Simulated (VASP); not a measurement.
# PbO2 (P4_2/mnm) in VASP: relaxation of cell and atoms with r2SCAN

Aim: the relaxation of cell and atoms of PbO2 with r2SCAN.

Everything below comes from runs of VASP 6.6.1. Logs are shortened: lines on timing, memory, paths and dates and some standing lists are left out, and cuts for length are marked.

**1. The cell of the first run**

The structure is tetragonal, space group P4_2/mnm (No. 136). The conventional cell has a = 5.082 Å, b = 5.082 Å, c = 3.441 Å, α = 90.00°, β = 90.00°, γ = 90.00°. Within 2.9 Å of Pb (site symmetry mmm) lie 6 O at 2.21 Å. Within 2.9 Å of O (site symmetry m2m) lie 3 Pb at 2.21 Å and 1 O at 2.76 Å.

**2. Relaxation of cell and atoms, r2SCAN**

File POSCAR:

```
PbO2
1.0
    5.0824393498      0.0000000000      0.0000000000
    0.0000000000      5.0824393498      0.0000000000
    0.0000000000      0.0000000000      3.4408914500
Pb O
2 4
Direct
    0.0000000000      0.0000000000      0.0000000000
    0.5000000000      0.5000000000      0.5000000000
    0.3079664350      0.3079664350      0.0000000000
    0.1920335650      0.8079664350      0.5000000000
    0.8079664350      0.1920335650      0.5000000000
    0.6920335650      0.6920335650      0.0000000000
```

File INCAR.step1:

```
ALGO = Normal
EDIFF = 1E-4
ENCUT = 600
GGA = PE
ISMEAR = -1
LASPH = True
LCHARG = False
LREAL = False
LWAVE = True
NELM = 100
PREC = Accurate
SIGMA = 0.02
```

File INCAR.step2:

```
ALGO = Normal
EDIFF = 1E-6
EDIFFG = -0.005
ENCUT = 600
IBRION = 2
ISIF = 3
ISMEAR = -1
ISTART = 1
LASPH = True
LCHARG = False
LMIXTAU = True
LREAL = False
LWAVE = False
METAGGA = R2SCAN
NELM = 100
NSW = 80
PREC = Accurate
SIGMA = 0.02
```

File KPOINTS:

```
k-points
0
Gamma
  4 4 6
```

Potentials or basis: VASP PAW PBE potentials, release 64 (Pb_d, O).

The run is started by

```bash
$ cat potpaw_PBE.64/Pb_d/POTCAR potpaw_PBE.64/O/POTCAR > POTCAR
$ cp INCAR.step1 INCAR
$ mpirun -np 1 vasp_std > vasp.out
$ cp INCAR.step2 INCAR
$ mpirun -np 1 vasp_std > vasp.out
```

OUTCAR:

```text
EDIFF = 1E-6
   EDIFFG = -0.005
   ENCUT = 600
   IBRION = 2
   ISIF = 3
   ISMEAR = -1
   ISTART = 1
   LASPH = True
   LREAL = False
   METAGGA = R2SCAN
   NELM = 100
   NSW = 80
   PREC = Accurate

 ion  position               nearest neighbor table
   1  0.000  0.000  0.000-   4 2.21   5 2.21   4 2.21   5 2.21   3 2.21   6 2.21   2 3.98   2 3.98
                             2 3.98   2 3.98   2 3.98   2 3.98   2 3.98   2 3.98
   2  0.500  0.500  0.500-   3 2.21   6 2.21   3 2.21   6 2.21   5 2.21   4 2.21   1 3.98   1 3.98
                             1 3.98   1 3.98   1 3.98   1 3.98   1 3.98   1 3.98
   3  0.308  0.308  0.000-   2 2.21   2 2.21   1 2.21
   4  0.192  0.808  0.500-   1 2.21   1 2.21   2 2.21
   5  0.808  0.192  0.500-   1 2.21   1 2.21   2 2.21
   6  0.692  0.692  0.000-   2 2.21   2 2.21   1 2.21

  LATTYP: Found a simple tetragonal cell.
 ALAT       =     5.0824393498
 C/A-ratio  =     0.6770157425

  Lattice vectors:

 A1 = (   5.0824393498,   0.0000000000,   0.0000000000)
 A2 = (   0.0000000000,   5.0824393498,   0.0000000000)
 A3 = (   0.0000000000,   0.0000000000,   3.4408914500)

Analysis of symmetry for initial positions (statically):
=====================================================================
 Subroutine PRICEL returns:
 Original cell was already a primitive cell.

 Routine SETGRP: Setting up the symmetry group for a
 simple tetragonal supercell.

 Subroutine GETGRP returns: Found 16 space group operations
 (whereof  8 operations were pure point group operations)
 out of a pool of 16 trial point group operations.

The static configuration has the point symmetry D_2h.
 The point group associated with its full space group is D_4h.

Analysis of symmetry for dynamics (positions and initial velocities):
=====================================================================
 Subroutine PRICEL returns:
 Original cell was already a primitive cell.

 Routine SETGRP: Setting up the symmetry group for a
 simple tetragonal supercell.

 Subroutine GETGRP returns: Found 16 space group operations
 (whereof  8 operations were pure point group operations)
 out of a pool of 16 trial point group operations.

The dynamic configuration has the point symmetry D_2h.
 The point group associated with its full space group is D_4h.

 Subroutine INISYM returns: Found 16 space group operations
 (whereof  8 operations are pure point group operations),
 and found     1 'primitive' translations

----------------------------------------------------------------------------------------

                                     Primitive cell

  volume of cell :      88.8823

  direct lattice vectors                    reciprocal lattice vectors
     5.082439350  0.000000000  0.000000000     0.196755914  0.000000000  0.000000000
     0.000000000  5.082439350  0.000000000     0.000000000  0.196755914  0.000000000
     0.000000000  0.000000000  3.440891450     0.000000000  0.000000000  0.290622362

  length of vectors
     5.082439350  5.082439350  3.440891450     0.196755914  0.196755914  0.290622362

  position of ions in fractional coordinates (direct lattice)
     0.000000000  0.000000000  0.000000000
     0.500000000  0.500000000  0.500000000
     0.307966435  0.307966435  0.000000000
     0.192033565  0.807966435  0.500000000
     0.807966435  0.192033565  0.500000000
     0.692033565  0.692033565  0.000000000

  ion indices of the primitive-cell ions
   primitive index   ion index
                 1           1
                 2           2
                 3           3
                 4           4
                 5           5
                 6           6

----------------------------------------------------------------------------------------

 KPOINTS: k-points

Automatic generation of k-mesh.
 Grid dimensions read from file:
 generate k-points for:    4    4    6

 Generating k-lattice:

  Cartesian coordinates                     Fractional coordinates (reciprocal lattice)
     0.049188979  0.000000000  0.000000000     0.250000000  0.000000000  0.000000000
     0.000000000  0.049188979  0.000000000     0.000000000  0.250000000  0.000000000
     0.000000000  0.000000000  0.048437060     0.000000000  0.000000000  0.166666667

  Length of vectors
     0.049188979  0.049188979  0.048437060

  Shift w.r.t. Gamma in fractional coordinates (k-lattice)
     0.000000000  0.000000000  0.000000000

 Subroutine IBZKPT returns following result:
 ===========================================

 Found     24 irreducible k-points:

 Following reciprocal coordinates:
            Coordinates               Weight
  0.000000  0.000000  0.000000      1.000000
  0.250000  0.000000  0.000000      4.000000
  0.500000  0.000000  0.000000      2.000000
  0.250000  0.250000  0.000000      4.000000
  0.500000  0.250000  0.000000      4.000000
  0.500000  0.500000  0.000000      1.000000
[... 16 lines left out ...]
  0.500000  0.250000  0.500000      4.000000
  0.500000  0.500000  0.500000      1.000000
   k-points           NKPTS =     24   k-points in BZ     NKDIM =     24   number of bands    NBANDS=     31
   number of dos      NEDOS =    301   number of ions     NIONS =      6
   total plane-waves  NPLWV =  49392
   dimension x,y,z NGX =    42 NGY =   42 NGZ =   28
   dimension x,y,z NGXF=    84 NGYF=   84 NGZF=   56
   ions per type =               2   4
   NGX,Y,Z   is equivalent  to a cutoff of  13.74, 13.74, 13.53 a.u.
   NGXF,Y,Z  is equivalent  to a cutoff of  27.48, 27.48, 27.06 a.u.
 SYSTEM =  unknown system
   PREC   = accura    normal or accurate (medium, high low for compatibility)
   ISTART =      1    job   : 0-new  1-cont  2-samecut
   ICHARG =      0    charge: 1-file 2-atom 10-const
   ISPIN  =      1    spin polarized calculation?
   LNONCOLLINEAR =      F non collinear calculations
   LSORBIT =      F    spin-orbit coupling
   LASPH  =      T    aspherical Exc in radial PAW
   ENCUT  =  600.0 eV  44.10 Ry    6.64 a.u.  10.15 10.15  6.87*2*pi/ulx,y,z
   NELM   =    100;   NELMIN=  2; NELMDL=  0     # of ELM steps
   EDIFF  = 0.1E-05   stopping-criterion for ELM
   LREAL  =      F    real-space projection
   EDIFFG = -.5E-02   stopping-criterion for IOM
   NSW    =     80    number of steps for IOM
   IBRION =      2    ionic relax: 0-MD 1-quasi-New 2-CG
   NFREE  =      1    steps in history (QN), initial steepest desc. (CG)
   ISIF   =      3    stress and relaxation
   ISYM   =      2    0-nonsym 1-usesym 2-fastsym
   POTIM  = 0.5000    time-step for ionic-motion
   TEBEG  =    0.0;   TEEND  =   0.0 temperature during run
   PSTRESS=    0.0 pullay stress
   NELECT =      52.0000    total number of electrons
   NUPDOWN=      -1.0000    fix difference up-down
   EMIN   =  10.00;   EMAX   =-10.00  energy-range for DOS
   EFERMI =   0.00;   METHOD = LEGACY
   ISMEAR =    -1;   SIGMA  =   0.02  broadening in eV -4-tet -1-fermi 0-gaus
   EFERMI_NEDOS =   21; number of points for ismear=-14 and -15
   IALGO  =     38    algorithm
   IMIX   =      4    mixing-type and parameters
     AMIX     =   0.40;   BMIX     =  1.00
     AMIX_MAG =   1.60;   BMIX_MAG =  1.00
  volume/ion in A,a.u.               =      14.81        99.97
  Fermi-wavevector in a.u.,A,eV,Ry     =   1.369212  2.587436 25.507421  1.874743
  Thomas-Fermi vector in A             =   2.495108
   LORBIT       =      0    0 simple, 1 ext, 2 COOP (PROOUT), +10 PAW based schemes
   METAGGA = R2SCAN    functional components
   LHFCALC =     F    Hartree Fock is set to
   AEXX    =    0.0000 exact exchange contribution
   IVDW    =     0    specifies the selected vdW correction
   LEPSILON=     F    determine dielectric tensor
   LRPA    =     F    only Hartree local field effects (RPA)
 conjugate gradient relaxation of ions
 non-spin polarized calculation
  energy-cutoff  :      600.00
  volume of cell :       88.88
 maximum number of plane-waves:      2998
 NGX is ok and might be reduce to    42
   NGX = 21   NGY = 21   NGZ = 13

--------------------------------------- Ionic step        1  -------------------------------------------

 number of electron      51.9999979 magnetization

 Free energy of the ion-electron system (eV)
  ---------------------------------------------------
  ext. energy  EPLUGINS =         0.00000000
  ---------------------------------------------------
  free energy    TOTEN  =      -142.21841571 eV

  energy without entropy =     -142.21829202  energy(sigma->0) =     -142.21835387

------------------------ aborting loop because EDIFF is reached ----------------------------------------

  FORCE on cell =-STRESS in cart. coord.  units (eV):
  Direction    XX          YY          ZZ          XY          YZ          ZX
  --------------------------------------------------------------------------------------
  -------------------------------------------------------------------------------------
  Total       -2.9162896     -2.9162896     -3.3661005      0.0000000      0.0000000      0.0000000
  in kB      -52.5685328    -52.5685328    -60.6767463      0.0000000      0.0000000      0.0000000
  external PRESSURE =     -55.2712706 kB  Pullay stress =       0.0000000 kB

 VOLUME and BASIS-vectors are now :
 -----------------------------------------------------------------------------
  energy-cutoff  :      600.00
  volume of cell :       88.88
      direct lattice vectors                 reciprocal lattice vectors
     5.082439350  0.000000000  0.000000000     0.196755914  0.000000000  0.000000000
     0.000000000  5.082439350  0.000000000     0.000000000  0.196755914  0.000000000
     0.000000000  0.000000000  3.440891450     0.000000000  0.000000000  0.290622362
[... 281 lines left out ...]
 POSITION                                       TOTAL-FORCE (eV/Angst)
 -----------------------------------------------------------------------------------
      0.00000      0.00000      0.00000        -0.000000      0.000000      0.000000
      2.49624      2.49624      1.70727         0.000000      0.000000      0.000000
      1.53285      1.53285      0.00000         0.011806      0.011806     -0.000000
      0.96339      4.02908      1.70727        -0.011806      0.011806     -0.000000
      4.02908      0.96339      1.70727         0.011806     -0.011806      0.000000
      3.45963      3.45963      0.00000        -0.011806     -0.011806      0.000000
 -----------------------------------------------------------------------------------
    total drift:                               -0.000000     -0.000000     -0.000000

  FREE ENERGIE OF THE ION-ELECTRON SYSTEM (eV)
  ---------------------------------------------------
  free  energy   TOTEN  =      -142.2864708873 eV

  energy  without entropy=     -142.2863442714  energy(sigma->0) =     -142.28640758

--------------------------------------- Ionic step        9  -------------------------------------------

 number of electron      52.0000002 magnetization

 Free energy of the ion-electron system (eV)
  ---------------------------------------------------
  ext. energy  EPLUGINS =         0.00000000
  ---------------------------------------------------
  free energy    TOTEN  =      -142.28656446 eV

  energy without entropy =     -142.28643175  energy(sigma->0) =     -142.28649811

 E-fermi :   3.7458     XC(G=0): -11.3342

 val. band max:        3.6389452195   @ k =   0.0000   0.0000   0.1667
 cond. band min:       3.8168876306   @ k =   0.0000   0.0000   0.0000
 fundamental gap:      0.1779424111
 Fermi energy:         3.7458415398

 k-point     1 :       0.0000    0.0000    0.0000
  band No.  band energies     occupation
      1     -15.3655      2.00000
      2     -15.2160      2.00000
      3     -13.7012      2.00000
      4     -13.7012      2.00000
      5     -12.1718      2.00000
      6     -11.9363      2.00000
[... 827 lines left out ...]
 POSITION                                       TOTAL-FORCE (eV/Angst)
 -----------------------------------------------------------------------------------
      0.00000      4.98886      0.00000        -0.000000     -0.000000      0.000000
      2.49443      2.49443      1.70793        -0.000000     -0.000000      0.000000
      1.53269      1.53269      0.00000        -0.003162     -0.003162     -0.000000
      0.96174      4.02712      1.70793         0.003162     -0.003162     -0.000000
      4.02712      0.96174      1.70793        -0.003162      0.003162      0.000000
      3.45617      3.45617      0.00000         0.003162      0.003162      0.000000
 -----------------------------------------------------------------------------------
    total drift:                               -0.000000     -0.000000     -0.000000

  FREE ENERGIE OF THE ION-ELECTRON SYSTEM (eV)
  ---------------------------------------------------
  free  energy   TOTEN  =      -142.2865644630 eV

  energy  without entropy=     -142.2864317512  energy(sigma->0) =     -142.28649811

 reached required accuracy - stopping structural energy minimisation
```

It took 26 min on 1 thread of Intel Xeon 6975P-C, shared host; peak memory 0.28 GiB.

What came out:

| Property | Result |
| --- | --- |
| Free energy | -142.2866 eV |
| Relaxed volume | 14.17 Å³/atom |
| Relaxed cell | a = 4.989 Å, b = 4.989 Å, c = 3.416 Å, α = 90.00°, β = 90.00°, γ = 90.00° |
| Space group after relaxing (to 0.05 Å) | P4_2/mnm (No. 136) |
| Energy gained by relaxing | 11.4 meV/atom |
| Ionic steps | 9 |
| Pressure after relaxing | 0.0 GPa |
| Largest force after relaxing | 0.004 eV/Å |
| Band gap on the k mesh | 0.18 eV, indirect (least direct gap 0.57 eV) |

Forces on the atoms (eV/Å):
```
Pb   0.000  0.000  0.000
Pb   0.000  0.000  0.000
O   -0.003 -0.003  0.000
O    0.003 -0.003  0.000
O   -0.003  0.003  0.000
O    0.003  0.003  0.000
```

The path:
```
step  energy change (eV)  largest force (eV/Å)  pressure (GPa)  volume (Å³)
   1              0.0000                0.0324           -5.53        88.88
   2             -0.0121                0.2343            5.70        82.47
   3             -0.0635                0.0984           -0.09        85.40
   4             -0.0635                0.1013            0.04        85.33
   5             -0.0668                0.0347            0.08        85.14
   6             -0.0678                0.0281            0.15        84.96
   7             -0.0680                0.0164           -0.17        85.13
   8             -0.0681                0.0167           -0.14        85.11
   9             -0.0681                0.0045            0.01        85.02
```

Final structure:
```
CELL_PARAMETERS angstrom
4.98886 0.00000 0.00000
0.00000 4.98886 0.00000
0.00000 0.00000 3.41587
ATOMIC_POSITIONS crystal
Pb 0.00000 0.00000 0.00000
Pb 0.50000 0.50000 0.50000
O 0.30722 0.30722 0.00000
O 0.19278 0.80722 0.50000
O 0.80722 0.19278 0.50000
O 0.69278 0.69278 0.00000
```

Caveat: the PAW data sets were made with another functional, which shifts forces and pressure a little; spin-orbit coupling is left out, which moves the levels of the heavy elements.
